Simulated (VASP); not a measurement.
# LiF (P3_212) in VASP: further runs

The runs below take LiF through relaxation of cell and atoms, single point, with PBE.

Program: VASP 6.6.1. These are calculated values, not measurements. Logs are shortened: lines on timing, memory, paths and dates and some standing lists are left out, and cuts for length are marked.

**1. The cell of the first run**

The structure is trigonal, space group P3_212 (No. 153). The conventional cell has a = 3.064 Å, b = 3.064 Å, c = 5.008 Å, α = 90.00°, β = 90.00°, γ = 120.00°. Within 2.3 Å of Li (site symmetry 2) lie 5 F at 1.72 to 1.88 Å and 4 Li at 2.24 to 2.29 Å. Within 2.3 Å of F (site symmetry 2) lie 5 Li at 1.72 to 1.88 Å and 4 F at 2.24 to 2.29 Å.

The cell was generated, and may not be a known phase.

**2. Relaxation of cell and atoms, PBE**

File INCAR:

```
SYSTEM = LiF
PREC = Accurate ; ENCUT = 600
EDIFF = 1E-6 ; ISMEAR = 0
SIGMA = 0.1 ; LREAL = .FALSE.
LASPH = .TRUE. ; NELM = 100
ALGO = Normal ; ISIF = 3
LWAVE = .FALSE. ; LCHARG = .FALSE.
GGA = PE ; IBRION = 2
NSW = 90 ; EDIFFG = -0.04
```

File KPOINTS:

```
Automatic mesh
0
G
  6 6 4
  0 0 0
```

File POSCAR:

```
LiF
1.0
    3.0639464700      0.0000000000      0.0000000000
   -1.5319732300      2.6534554800      0.0000000000
    0.0000000000      0.0000000000      5.0084920500
Li F
3 3
Direct
    0.1620798500      0.8379201500      0.6666666700
    0.1620798500      0.3241597000      0.3333333300
    0.6758403000      0.8379201500      0.0000000000
    0.8379201500      0.1620798500      0.6666666700
    0.8379201500      0.6758403000      0.3333333300
    0.3241597000      0.1620798500      0.0000000000
```

Potentials or basis: VASP PAW PBE potentials, release 64 (Li_sv, F).

Started as:

```console
> cat potpaw_PBE.64/Li_sv/POTCAR potpaw_PBE.64/F/POTCAR > POTCAR
> mpirun -np 1 vasp_std > vasp.out
```

OUTCAR:

```text
SYSTEM = LiF
   PREC = Accurate
   ENCUT = 600
   EDIFF = 1E-6
   ISMEAR = 0
   LREAL = .FALSE.
   LASPH = .TRUE.
   NELM = 100
   ISIF = 3
   GGA = PE
   IBRION = 2
   NSW = 90
   EDIFFG = -0.04

 ion  position               nearest neighbor table
   1  0.162  0.838  0.667-   4 1.72   4 1.79   4 1.79   6 1.88   5 1.88   3 2.24   2 2.24   3 2.29
                             2 2.29
   2  0.162  0.324  0.333-   5 1.72   5 1.79   5 1.79   6 1.88   4 1.88   3 2.24   1 2.24   3 2.29
                             1 2.29
   3  0.676  0.838  0.000-   6 1.72   6 1.79   6 1.79   5 1.88   4 1.88   1 2.24   2 2.24   1 2.29
                             2 2.29
   4  0.838  0.162  0.667-   1 1.72   1 1.79   1 1.79   3 1.88   2 1.88
   5  0.838  0.676  0.333-   2 1.72   2 1.79   2 1.79   3 1.88   1 1.88
   6  0.324  0.162  0.000-   3 1.72   3 1.79   3 1.79   2 1.88   1 1.88

  LATTYP: Found a hexagonal cell.
 ALAT       =     3.0639464700
 C/A-ratio  =     1.6346539011

  Lattice vectors:

 A1 = (   3.0639464700,   0.0000000000,   0.0000000000)
 A2 = (  -1.5319732300,   2.6534554800,   0.0000000000)
 A3 = (   0.0000000000,   0.0000000000,   5.0084920500)

Analysis of symmetry for initial positions (statically):
=====================================================================
 Subroutine PRICEL returns:
 Original cell was already a primitive cell.

 Routine SETGRP: Setting up the symmetry group for a
 hexagonal supercell.

 Subroutine GETGRP returns: Found  6 space group operations
 (whereof  2 operations were pure point group operations)
 out of a pool of 24 trial point group operations.

The static configuration has the point symmetry C_2 .
 The point group associated with its full space group is D_3 .

Analysis of symmetry for dynamics (positions and initial velocities):
=====================================================================
 Subroutine PRICEL returns:
 Original cell was already a primitive cell.

 Routine SETGRP: Setting up the symmetry group for a
 hexagonal supercell.

 Subroutine GETGRP returns: Found  6 space group operations
 (whereof  2 operations were pure point group operations)
 out of a pool of 24 trial point group operations.

The dynamic configuration has the point symmetry C_2 .
 The point group associated with its full space group is D_3 .

 Subroutine INISYM returns: Found  6 space group operations
 (whereof  2 operations are pure point group operations),
 and found     1 'primitive' translations

----------------------------------------------------------------------------------------

                                     Primitive cell

  volume of cell :      40.7193

  direct lattice vectors                    reciprocal lattice vectors
     3.063946470  0.000000000  0.000000000     0.326376459  0.188433536  0.000000000
    -1.531973230  2.653455480  0.000000000     0.000000000  0.376867073  0.000000000
     0.000000000  0.000000000  5.008492050     0.000000000  0.000000000  0.199660894

  length of vectors
     3.063946470  3.063946468  5.008492050     0.376867073  0.376867073  0.199660894

  position of ions in fractional coordinates (direct lattice)
     0.162079850  0.837920150  0.666666670
     0.162079850  0.324159700  0.333333330
     0.675840300  0.837920150  0.000000000
     0.837920150  0.162079850  0.666666670
     0.837920150  0.675840300  0.333333330
     0.324159700  0.162079850  0.000000000

  ion indices of the primitive-cell ions
   primitive index   ion index
                 1           1
                 2           2
                 3           3
                 4           4
                 5           5
                 6           6

----------------------------------------------------------------------------------------

 KPOINTS: Automatic mesh

Automatic generation of k-mesh.
 Grid dimensions read from file:
 generate k-points for:    6    6    4

 Generating k-lattice:

  Cartesian coordinates                     Fractional coordinates (reciprocal lattice)
     0.054396077  0.031405589  0.000000000     0.166666667  0.000000000  0.000000000
     0.000000000  0.062811179  0.000000000     0.000000000  0.166666667  0.000000000
     0.000000000  0.000000000  0.049915223     0.000000000  0.000000000  0.250000000

  Length of vectors
     0.062811179  0.062811179  0.049915223

  Shift w.r.t. Gamma in fractional coordinates (k-lattice)
     0.000000000  0.000000000  0.000000000

 Subroutine IBZKPT returns following result:
 ===========================================

 Found     24 irreducible k-points:

 Following reciprocal coordinates:
            Coordinates               Weight
  0.000000  0.000000  0.000000      1.000000
  0.166667  0.000000  0.000000      6.000000
  0.333333  0.000000  0.000000      6.000000
  0.500000  0.000000  0.000000      3.000000
  0.166667  0.166667  0.000000      6.000000
  0.333333  0.166667  0.000000     12.000000
[... 16 lines left out ...]
  0.333333  0.166667  0.500000     12.000000
  0.333333  0.333333  0.500000      2.000000
   k-points           NKPTS =     24   k-points in BZ     NKDIM =     24   number of bands    NBANDS=     19
   number of dos      NEDOS =    301   number of ions     NIONS =      6
   total plane-waves  NPLWV =  23040
   dimension x,y,z NGX =    24 NGY =   24 NGZ =   40
   dimension x,y,z NGXF=    48 NGYF=   48 NGZF=   80
   ions per type =               3   3
   NGX,Y,Z   is equivalent  to a cutoff of  13.02, 13.02, 13.28 a.u.
   NGXF,Y,Z  is equivalent  to a cutoff of  26.04, 26.04, 26.55 a.u.
 SYSTEM =  LiF
   PREC   = accura    normal or accurate (medium, high low for compatibility)
   ISTART =      0    job   : 0-new  1-cont  2-samecut
   ICHARG =      2    charge: 1-file 2-atom 10-const
   ISPIN  =      1    spin polarized calculation?
   LNONCOLLINEAR =      F non collinear calculations
   LSORBIT =      F    spin-orbit coupling
   LASPH  =      T    aspherical Exc in radial PAW
   ENCUT  =  600.0 eV  44.10 Ry    6.64 a.u.   6.12  6.12 10.00*2*pi/ulx,y,z
   NELM   =    100;   NELMIN=  2; NELMDL= -5     # of ELM steps
   EDIFF  = 0.1E-05   stopping-criterion for ELM
   LREAL  =      F    real-space projection
   EDIFFG = -.4E-01   stopping-criterion for IOM
   NSW    =     90    number of steps for IOM
   IBRION =      2    ionic relax: 0-MD 1-quasi-New 2-CG
   NFREE  =      1    steps in history (QN), initial steepest desc. (CG)
   ISIF   =      3    stress and relaxation
   ISYM   =      2    0-nonsym 1-usesym 2-fastsym
   POTIM  = 0.5000    time-step for ionic-motion
   TEBEG  =    0.0;   TEEND  =   0.0 temperature during run
   PSTRESS=    0.0 pullay stress
   NELECT =      30.0000    total number of electrons
   NUPDOWN=      -1.0000    fix difference up-down
   EMIN   =  10.00;   EMAX   =-10.00  energy-range for DOS
   EFERMI =   0.00;   METHOD = LEGACY
   ISMEAR =     0;   SIGMA  =   0.10  broadening in eV -4-tet -1-fermi 0-gaus
   EFERMI_NEDOS =   21; number of points for ismear=-14 and -15
   IALGO  =     38    algorithm
   IMIX   =      4    mixing-type and parameters
     AMIX     =   0.40;   BMIX     =  1.00
     AMIX_MAG =   1.60;   BMIX_MAG =  1.00
  volume/ion in A,a.u.               =       6.79        45.80
  Fermi-wavevector in a.u.,A,eV,Ry     =   1.478593  2.794135 29.745557  2.186237
  Thomas-Fermi vector in A             =   2.592855
   LORBIT       =      0    0 simple, 1 ext, 2 COOP (PROOUT), +10 PAW based schemes
   GGA     = PE    functional components
   LHFCALC =     F    Hartree Fock is set to
   AEXX    =    0.0000 exact exchange contribution
   IVDW    =     0    specifies the selected vdW correction
   LEPSILON=     F    determine dielectric tensor
   LRPA    =     F    only Hartree local field effects (RPA)
 conjugate gradient relaxation of ions
 non-spin polarized calculation
 Gauss-broadening in eV      SIGMA  =   0.10
  energy-cutoff  :      600.00
  volume of cell :       40.72
 maximum number of plane-waves:      1372
   NGX = 13   NGY = 13   NGZ = 21

--------------------------------------- Ionic step        1  -------------------------------------------

 number of electron      30.0000005 magnetization

 Free energy of the ion-electron system (eV)
  ---------------------------------------------------
  ext. energy  EPLUGINS =         0.00000000
  ---------------------------------------------------
  free energy    TOTEN  =       -25.80225442 eV

  energy without entropy =      -25.80225442  energy(sigma->0) =      -25.80225442

 E-fermi :   1.9172     XC(G=0): -10.7670

 val. band max:        1.3638623149   @ k =   0.0000   0.0000   0.0000
 cond. band min:      10.0382295080   @ k =   0.0000   0.0000   0.0000
 fundamental gap:      8.6743671930
 Fermi energy:         1.9172445355

 k-point     1 :       0.0000    0.0000    0.0000
  band No.  band energies     occupation
      1     -40.6070      2.00000
      2     -40.3602      2.00000
      3     -40.3602      2.00000
      4     -20.2951      2.00000
      5     -18.9698      2.00000
      6     -18.9698      2.00000
[... 11 lines left out ...]
     18      13.2375      0.00000
     19      16.2139      0.00000
[... 617 lines left out ...]
  FREE ENERGIE OF THE ION-ELECTRON SYSTEM (eV)
  ---------------------------------------------------
  free  energy   TOTEN  =       -27.5709012164 eV

  energy  without entropy=      -27.5709012164  energy(sigma->0) =      -27.57090122

[... ionic steps 4 to 7 ...]

--------------------------------------- Ionic step        8  -------------------------------------------

 number of electron      29.9999993 magnetization

------------------------ aborting loop because EDIFF is reached ----------------------------------------

  FORCE on cell =-STRESS in cart. coord.  units (eV):
  Direction    XX          YY          ZZ          XY          YZ          ZX
  --------------------------------------------------------------------------------------
  -------------------------------------------------------------------------------------
  Total       -0.7300229     -0.7300229     -0.1668170     -0.0000000      0.0000000      0.0000000
  in kB      -20.3825870    -20.3825870     -4.6576089     -0.0000000      0.0000000      0.0000000
  external PRESSURE =     -15.1409276 kB  Pullay stress =       0.0000000 kB
[... 65 lines left out ...]
  energy  without entropy=      -27.7987389999  energy(sigma->0) =      -27.79873900

--------------------------------------- Ionic step       10  -------------------------------------------

 number of electron      30.0000010 magnetization

 Free energy of the ion-electron system (eV)
  ---------------------------------------------------
  ext. energy  EPLUGINS =         0.00000000
  ---------------------------------------------------
  free energy    TOTEN  =       -27.80000863 eV

  energy without entropy =      -27.80000863  energy(sigma->0) =      -27.80000863

 E-fermi :  -0.6108     XC(G=0):  -9.2117

 val. band max:       -1.0892256128   @ k =   0.0000   0.0000   0.0000
 cond. band min:       5.9890235010   @ k =   0.0000   0.0000   0.0000
 fundamental gap:      7.0782491139
 Fermi energy:        -0.6107728727

 k-point     1 :       0.0000    0.0000    0.0000
  band No.  band energies     occupation
      1     -42.8813      2.00000
      2     -42.8272      2.00000
      3     -42.8272      2.00000
      4     -21.4518      2.00000
      5     -20.9044      2.00000
      6     -20.9043      2.00000
[... 11 lines left out ...]
     18       9.1306      0.00000
     19      14.0519      0.00000
[... 537 lines left out ...]
  FREE ENERGIE OF THE ION-ELECTRON SYSTEM (eV)
  ---------------------------------------------------
  free  energy   TOTEN  =       -27.8000086289 eV

  energy  without entropy=      -27.8000086289  energy(sigma->0) =      -27.80000863

 reached required accuracy - stopping structural energy minimisation
```

Wall time 2.7 min (1 thread of Oxide Virtual Turin-like, shared host); peak memory 0.12 GiB.

What came out:

```
Free energy                           : -27.8000 eV
Relaxed volume                        : 9.30 Å³/atom
Relaxed cell                          : a = 3.206 Å, b = 3.206 Å, c = 6.271 Å, α = 90.00°, β = 90.00°, γ = 120.00°
Space group after relaxing (to 0.1 Å) : P3_212 (No. 153)
Energy gained by relaxing             : 333.0 meV/atom
Ionic steps                           : 10
Pressure after relaxing               : 0.6 GPa
Largest force after relaxing          : 0.029 eV/Å
Band gap on the k mesh                : 7.08 eV
```

Forces in eV/Å, atoms in the order of the input:
```
Li   0.023 -0.013  0.000
Li   0.000  0.027  0.000
Li  -0.023 -0.013  0.000
F   -0.025  0.015  0.000
F    0.000 -0.029  0.000
F    0.025  0.015  0.000
```

Stress tensor (GPa, compression positive):
```
0.51 0.00 0.00
0.00 0.51 0.00
0.00 0.00 0.67
```

Step by step:
```tsv
step	energy change (eV)	largest force (eV/Å)	pressure (GPa)	volume (Å³)
1	0.0000	0.5879	41.52	40.72
2	-1.6489	0.2157	6.90	51.95
3	-1.7686	0.3095	0.85	55.83
4	-1.7762	0.3330	-1.10	57.28
5	-1.9006	0.1564	-1.32	57.37
6	-1.9719	0.3153	-1.52	57.36
7	-1.9814	0.1501	-1.51	57.39
8	-1.9819	0.1730	-1.51	57.38
9	-1.9965	0.0811	-0.23	56.34
10	-1.9978	0.0293	0.56	55.82
```

Final structure:
```
Li F
1.0
     3.20615    0.00000    0.00000
    -1.60308    2.77661    0.00000
     0.00000    0.00000    6.27065
Li F
3 3
Direct
  0.16140 0.83860 0.66667
  0.16140 0.32280 0.33333
  0.67720 0.83860 0.00000
  0.83474 0.16525 0.66667
  0.83475 0.66949 0.33333
  0.33051 0.16525 0.00000
```

Caveat: the cutoff is under 1.25 times the usual one of these potentials, so pressure, stress and relaxed cells hold a basis-set (Pulay) error; the volume moved by over 15 % at a fixed basis, so the end points are rough.

(Continued in part 2 of 2.)
